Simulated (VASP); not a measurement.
Set up this calculation in VASP 6.6.1, as the native input.

```yaml
Task: single point
Functional: PBE
Potentials_or_basis: VASP PAW PBE potentials, release 64 (K_sv, Cl)
Cutoff: 500 eV
k_mesh: 6 × 6 × 6
Occupations: gaussian, width 0.02 eV
Spin: no spin polarisation
Dipole_correction: no
Further_INCAR_settings: ALGO = Normal; EDIFF = 1e-06; NBANDS = 15
```

The structure of KCl lies in POSCAR:

```
KCl
1.0
    0.0000000000      3.1907005808      3.1907005808
    3.1907005808      0.0000000000      3.1907005808
    3.1907005808      3.1907005808      0.0000000000
K Cl
1 1
Direct
    0.0000000000      0.0000000000      0.0000000000
    0.5000000000      0.5000000000      0.5000000000
```

One way to write it, as run:

INCAR

```
PREC = Accurate ; ENCUT = 500
EDIFF = 1E-6 ; ISMEAR = 0
SIGMA = 0.02 ; LREAL = False
LASPH = True ; NELM = 120
ALGO = Normal ; ISIF = 2
LWAVE = False ; LCHARG = False
GGA = PE ; NBANDS = 15
GGA_COMPAT = False
```

KPOINTS

```
Automatic mesh
0
Gamma
  6 6 6
```

Potentials or basis: VASP PAW PBE potentials, release 64 (K_sv, Cl).

Run with:

```bash
$ cat potpaw_PBE.64/K_sv/POTCAR potpaw_PBE.64/Cl/POTCAR > POTCAR
$ mpirun -np 1 vasp_std > vasp.out
```

It gave:

```json
{"Pressure": "0.0 GPa", "Band gap on the k mesh": "5.05 eV"}
```

Wall time 16 s on 1 thread of AMD EPYC 7R13 Processor (Zen 3), with other jobs on the host, peak memory 0.17 GiB.
